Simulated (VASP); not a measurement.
# Zn (P6/mmm) in VASP: a series of runs

The runs below take Zn through relaxation of shape and atoms at fixed volume, with PBE.

Everything below comes from runs of VASP 6.6.1. Logs are shortened: lines on timing, memory, paths and dates and some standing lists are left out, and cuts for length are marked.

## (1) The cell of the first run

Symmetry: P6/mmm, No. 191, hexagonal system. Conventional cell: a = 2.145 Å, b = 2.145 Å, c = 2.563 Å, α = 90.00°, β = 90.00°, γ = 120.00°. Zn (site symmetry 6/mmm) has 8 Zn at 2.15 to 2.56 Å within 2.8 Å.

This isn't the form of Zn at room conditions, which is hcp.

## (2) Relaxation of shape and atoms at fixed volume, PBE

File INCAR:

```
ALGO = Normal
EDIFF = 1E-6
EDIFFG = -0.005
ENCUT = 600
GGA = PE
IBRION = 2
ISIF = 4
ISMEAR = -1
LASPH = T
LCHARG = F
LREAL = F
LWAVE = F
NELM = 80
NSW = 50
PREC = Accurate
SIGMA = 0.1
```

File KPOINTS:

```
k-points
0
Gamma
  16 16 15
```

File POSCAR:

```
Zn
1.0
    2.1452705511      0.0000000000      0.0000000000
   -1.0726352756      1.8578587952      0.0000000000
    0.0000000000      0.0000000000      2.5631704848
Zn
1
Direct
    0.0000000000      0.0000000000      0.0000000000
```

Potentials or basis: VASP PAW PBE potentials, release 64 (Zn).

Launch:

```sh
$ cat potpaw_PBE.64/Zn/POTCAR > POTCAR
$ mpirun -np 1 vasp_std > vasp.out
```

OUTCAR:

```text
EDIFF = 1E-6
   EDIFFG = -0.005
   ENCUT = 600
   GGA = PE
   IBRION = 2
   ISIF = 4
   ISMEAR = -1
   LASPH = T
   LREAL = F
   NELM = 80
   NSW = 50
   PREC = Accurate

 ion  position               nearest neighbor table
   1  0.000  0.000  0.000-

  LATTYP: Found a hexagonal cell.
 ALAT       =     2.1452705511
 C/A-ratio  =     1.1948005735

  Lattice vectors:

 A1 = (   2.1452705511,   0.0000000000,   0.0000000000)
 A2 = (  -1.0726352756,   1.8578587952,   0.0000000000)
 A3 = (   0.0000000000,   0.0000000000,   2.5631704848)

Analysis of symmetry for initial positions (statically):
=====================================================================
 Subroutine PRICEL returns:
 Original cell was already a primitive cell.

 Routine SETGRP: Setting up the symmetry group for a
 hexagonal supercell.

 Subroutine GETGRP returns: Found 24 space group operations
 (whereof 24 operations were pure point group operations)
 out of a pool of 24 trial point group operations.

The static configuration has the point symmetry D_6h.

Analysis of symmetry for dynamics (positions and initial velocities):
=====================================================================
 Subroutine PRICEL returns:
 Original cell was already a primitive cell.

 Routine SETGRP: Setting up the symmetry group for a
 hexagonal supercell.

 Subroutine GETGRP returns: Found 24 space group operations
 (whereof 24 operations were pure point group operations)
 out of a pool of 24 trial point group operations.

The dynamic configuration has the point symmetry D_6h.

 Subroutine INISYM returns: Found 24 space group operations
 (whereof 24 operations are pure point group operations),
 and found     1 'primitive' translations

----------------------------------------------------------------------------------------

                                     Primitive cell

  volume of cell :      10.2158

  direct lattice vectors                    reciprocal lattice vectors
     2.145270551  0.000000000  0.000000000     0.466141671  0.269127019  0.000000000
    -1.072635276  1.857858795  0.000000000     0.000000000  0.538254039  0.000000000
     0.000000000  0.000000000  2.563170485     0.000000000  0.000000000  0.390141821

  length of vectors
     2.145270551  2.145270551  2.563170485     0.538254039  0.538254039  0.390141821

  position of ions in fractional coordinates (direct lattice)
     0.000000000  0.000000000  0.000000000

  ion indices of the primitive-cell ions
   primitive index   ion index
                 1           1

----------------------------------------------------------------------------------------

 KPOINTS: k-points

Automatic generation of k-mesh.
 Grid dimensions read from file:
 generate k-points for:   16   16   15

 Generating k-lattice:

  Cartesian coordinates                     Fractional coordinates (reciprocal lattice)
     0.029133854  0.016820439  0.000000000     0.062500000  0.000000000  0.000000000
     0.000000000  0.033640877  0.000000000     0.000000000  0.062500000  0.000000000
     0.000000000  0.000000000  0.026009455     0.000000000  0.000000000  0.066666667

  Length of vectors
     0.033640877  0.033640877  0.026009455

  Shift w.r.t. Gamma in fractional coordinates (k-lattice)
     0.000000000  0.000000000  0.000000000

 Subroutine IBZKPT returns following result:
 ===========================================

 Found    240 irreducible k-points:

 Following reciprocal coordinates:
            Coordinates               Weight
  0.000000  0.000000  0.000000      1.000000
  0.062500 -0.000000  0.000000      6.000000
  0.125000 -0.000000  0.000000      6.000000
  0.187500 -0.000000  0.000000      6.000000
  0.250000 -0.000000  0.000000      6.000000
  0.312500 -0.000000  0.000000      6.000000
[... 16 lines left out ...]
  0.187500  0.187500  0.000000      6.000000
  0.250000  0.187500  0.000000     12.000000
 [... further k-points ...]
   k-points           NKPTS =    240   k-points in BZ     NKDIM =    240   number of bands    NBANDS=     10
   number of dos      NEDOS =    301   number of ions     NIONS =      1
   total plane-waves  NPLWV =   6480
   dimension x,y,z NGX =    18 NGY =   18 NGZ =   20
   dimension x,y,z NGXF=    36 NGYF=   36 NGZF=   40
   ions per type =               1
   NGX,Y,Z   is equivalent  to a cutoff of  13.95, 13.95, 12.97 a.u.
   NGXF,Y,Z  is equivalent  to a cutoff of  27.90, 27.90, 25.94 a.u.
 SYSTEM =  unknown system
   PREC   = accura    normal or accurate (medium, high low for compatibility)
   ISTART =      0    job   : 0-new  1-cont  2-samecut
   ICHARG =      2    charge: 1-file 2-atom 10-const
   ISPIN  =      1    spin polarized calculation?
   LNONCOLLINEAR =      F non collinear calculations
   LSORBIT =      F    spin-orbit coupling
   LASPH  =      T    aspherical Exc in radial PAW
   ENCUT  =  600.0 eV  44.10 Ry    6.64 a.u.   4.28  4.28  5.12*2*pi/ulx,y,z
   NELM   =     80;   NELMIN=  2; NELMDL= -5     # of ELM steps
   EDIFF  = 0.1E-05   stopping-criterion for ELM
   LREAL  =      F    real-space projection
   EDIFFG = -.5E-02   stopping-criterion for IOM
   NSW    =     50    number of steps for IOM
   IBRION =      2    ionic relax: 0-MD 1-quasi-New 2-CG
   NFREE  =      1    steps in history (QN), initial steepest desc. (CG)
   ISIF   =      4    stress and relaxation
   ISYM   =      2    0-nonsym 1-usesym 2-fastsym
   POTIM  = 0.5000    time-step for ionic-motion
   TEBEG  =    0.0;   TEEND  =   0.0 temperature during run
   PSTRESS=    0.0 pullay stress
   NELECT =      12.0000    total number of electrons
   NUPDOWN=      -1.0000    fix difference up-down
   EMIN   =  10.00;   EMAX   =-10.00  energy-range for DOS
   EFERMI =   0.00;   METHOD = LEGACY
   ISMEAR =    -1;   SIGMA  =   0.10  broadening in eV -4-tet -1-fermi 0-gaus
   EFERMI_NEDOS =   21; number of points for ismear=-14 and -15
   IALGO  =     38    algorithm
   IMIX   =      4    mixing-type and parameters
     AMIX     =   0.40;   BMIX     =  1.00
     AMIX_MAG =   1.60;   BMIX_MAG =  1.00
  volume/ion in A,a.u.               =      10.22        68.94
  Fermi-wavevector in a.u.,A,eV,Ry     =   1.727340  3.264199 40.595749  2.983703
  Thomas-Fermi vector in A             =   2.802482
   LORBIT       =      0    0 simple, 1 ext, 2 COOP (PROOUT), +10 PAW based schemes
   GGA     = PE    functional components
   LHFCALC =     F    Hartree Fock is set to
   AEXX    =    0.0000 exact exchange contribution
   IVDW    =     0    specifies the selected vdW correction
   LEPSILON=     F    determine dielectric tensor
   LRPA    =     F    only Hartree local field effects (RPA)
 conjugate gradient relaxation of ions
 non-spin polarized calculation
  energy-cutoff  :      600.00
  volume of cell :       10.22
 maximum number of plane-waves:       358
 NGX is ok and might be reduce to    18
   NGX =  9   NGY =  9   NGZ = 11

--------------------------------------- Ionic step        1  -------------------------------------------

 number of electron      11.9999991 magnetization

 Free energy of the ion-electron system (eV)
  ---------------------------------------------------
  ext. energy  EPLUGINS =         0.00000000
  ---------------------------------------------------
  free energy    TOTEN  =         0.74709544 eV

  energy without entropy =        0.75373697  energy(sigma->0) =        0.75041621

------------------------ aborting loop because EDIFF is reached ----------------------------------------

  FORCE on cell =-STRESS in cart. coord.  units (eV):
  Direction    XX          YY          ZZ          XY          YZ          ZX
  --------------------------------------------------------------------------------------
  -------------------------------------------------------------------------------------
  Total       10.7217608     10.7217608      3.0883982     -0.0000000     -0.0000000      0.0000000
  in kB     1681.5292557   1681.5292556    484.3637130     -0.0000000     -0.0000000      0.0000000
  external PRESSURE =    1282.4740747 kB  Pullay stress =       0.0000000 kB
[... 160 lines left out ...]
  energy  without entropy=        0.3291457322  energy(sigma->0) =        0.32454745

--------------------------------------- Ionic step        6  -------------------------------------------

 number of electron      12.0000005 magnetization

 Free energy of the ion-electron system (eV)
  ---------------------------------------------------
  ext. energy  EPLUGINS =         0.00000000
  ---------------------------------------------------
  free energy    TOTEN  =         0.31994757 eV

  energy without entropy =        0.32915044  energy(sigma->0) =        0.32454900

 E-fermi :   6.8355     XC(G=0): -13.7635

 val. band max:        6.8317305999   @ k =   0.4375   0.0625   0.0000
 cond. band min:       6.8468343663   @ k =   0.4375   0.1250   0.1333
 fundamental gap:      0.0151037665
 Fermi energy:         6.8355070079

 k-point     1 :       0.0000    0.0000    0.0000
  band No.  band energies     occupation
      1      -7.5003      2.00000
      2      -4.0852      2.00000
      3      -2.6946      2.00000
      4      -2.6946      2.00000
      5      -1.2730      2.00000
      6      -1.2730      2.00000
      7      20.9319      0.00000
      8      26.0230      0.00000
      9      29.8936      0.00000
     10      31.6582      0.00000
[... 287 lines left out ...]
 k-point    24 :       0.2500    0.1875    0.0000
  band No.  band energies     occupation
      1      -3.6772      2.00000
      2      -3.5043      2.00000
      3      -2.9255      2.00000
      4      -2.0818      2.00000
      5      -1.5858      2.00000
      6       0.4009      2.00000
      7      12.6215      0.00000
      8      14.9272      0.00000
      9      27.9718      0.00000
     10      29.4613      0.00000

 [... further k-points ...]

------------------------ aborting loop because EDIFF is reached ----------------------------------------

  FORCE on cell =-STRESS in cart. coord.  units (eV):
  Direction    XX          YY          ZZ          XY          YZ          ZX
  --------------------------------------------------------------------------------------
  -------------------------------------------------------------------------------------
  Total        6.5030603      6.5030603      6.5012709     -0.0000000     -0.0000000      0.0000000
  in kB     1019.8964942   1019.8964941   1019.6158426     -0.0000001     -0.0000000      0.0000000
  external PRESSURE =    1019.8029437 kB  Pullay stress =       0.0000000 kB
[... 16 lines left out ...]
  FREE ENERGIE OF THE ION-ELECTRON SYSTEM (eV)
  ---------------------------------------------------
  free  energy   TOTEN  =         0.3199475729 eV

  energy  without entropy=        0.3291504352  energy(sigma->0) =        0.32454900

 reached required accuracy - stopping structural energy minimisation
```

Run time: 2 min. Hardware: 1 thread of Intel Xeon 8259CL, shared host; peak memory 0.15 GiB.

Results:

| Quantity | Value |
| --- | --- |
| Free energy | 0.3199 eV |
| Energy gained by relaxing | 427.1 meV/atom |
| Ionic steps | 6 |
| Pressure after relaxing | 102.0 GPa |
| Band gap on the k mesh | zero (bands 6 and 7 overlap by 7.75 eV) |

Step by step:
| step | energy change (eV) | largest force (eV/Å) | pressure (GPa) | volume (Å³) |
| --- | --- | --- | --- | --- |
| 1 | 0.0000 | 0.0000 | 128.25 | 10.22 |
| 2 | 0.2359 | 0.0000 | 121.99 | 10.22 |
| 3 | -0.4271 | 0.0000 | 102.06 | 10.22 |
| 4 | -0.4271 | 0.0000 | 101.94 | 10.22 |
| 5 | -0.4271 | 0.0000 | 101.95 | 10.22 |
| 6 | -0.4271 | 0.0000 | 101.98 | 10.22 |

Final structure:
```
Zn
1.0
     2.27325    0.00000    0.00000
    -1.13663    1.96870    0.00000
     0.00000    0.00000    2.28268
Zn
1
Direct
  0.00000 0.00000 0.00000
```

Levels at points of the mesh, in eV from the Fermi level:
```csv
k point,band 3,band 4,band 5,band 6,band 7,band 8,band 9,band 10
"(0.00, 0.00, 0.00)",-9.53,-9.53,-8.11,-8.11,14.10,19.19,23.06,24.82
"(0.50, 0.00, 0.00)",-9.15,-8.32,-7.79,-5.03,-0.43,14.35,19.58,23.50
```

## (3) Relaxation of shape and atoms at fixed volume, PBE

This run uses another cell than the first one, of 11.98 Å³/atom.

File INCAR:

```
  PREC = Accurate
  ENCUT = 600
  EDIFF = 1E-7
  ISMEAR = -1
  SIGMA = 0.1
  LREAL = False
  LASPH = True
  NELM = 60
  ALGO = Normal
  ISIF = 4
  LWAVE = False
  LCHARG = False
  GGA = PE
  IBRION = 2
  NSW = 50
  EDIFFG = -0.005
```

File KPOINTS:

```
regular mesh
0
Gamma
  16 16 15
```

File POSCAR:

```
Zn
1.0
    2.2620856470      0.0000000000      0.0000000000
   -1.1310428235      1.9590236358      0.0000000000
    0.0000000000      0.0000000000      2.7027412284
Zn
1
Direct
    0.0000000000      0.0000000000      0.0000000000
```

Potentials or basis: VASP PAW PBE potentials, release 64 (Zn).

Launch:

```sh
$ cat potpaw_PBE.64/Zn/POTCAR > POTCAR
$ mpirun -np 1 vasp_std > vasp.out
```

Wall time 2.1 min (1 thread of Intel Xeon 8259CL, shared host); peak memory 0.16 GiB.

It converged, with:

* Free energy: -0.4632 eV
* Energy gained by relaxing: 209.7 meV/atom
* Ionic steps: 4
* Pressure after relaxing: 47.2 GPa
* Band gap on the k mesh: zero (bands 6 and 7 overlap by 7.52 eV)

Step by step:
```
step  energy change (eV)  largest force (eV/Å)  pressure (GPa)  volume (Å³)
   1              0.0000                0.0000           61.65        11.98
   2             -0.1799                0.0000           46.93        11.98
   3             -0.2097                0.0000           47.28        11.98
   4             -0.2097                0.0000           47.21        11.98
```

Final structure:
```
Zn
1.0
     2.38432    0.00000    0.00000
    -1.19216    2.06488    0.00000
     0.00000    0.00000    2.43273
Zn
1
Cartesian
  2.3843 0.0000 0.0000
```

Levels at points of the mesh, in eV from the Fermi level:
```
           k point  band 3  band 4  band 5  band 6  band 7  band 8  band 9  band 10
(0.00, 0.00, 0.00)   -8.68   -8.68   -7.60   -7.60   12.33   16.95   22.09    22.58
(0.50, 0.00, 0.00)   -8.43   -7.77   -7.32   -3.99   -0.61   13.38   17.98    21.50
```
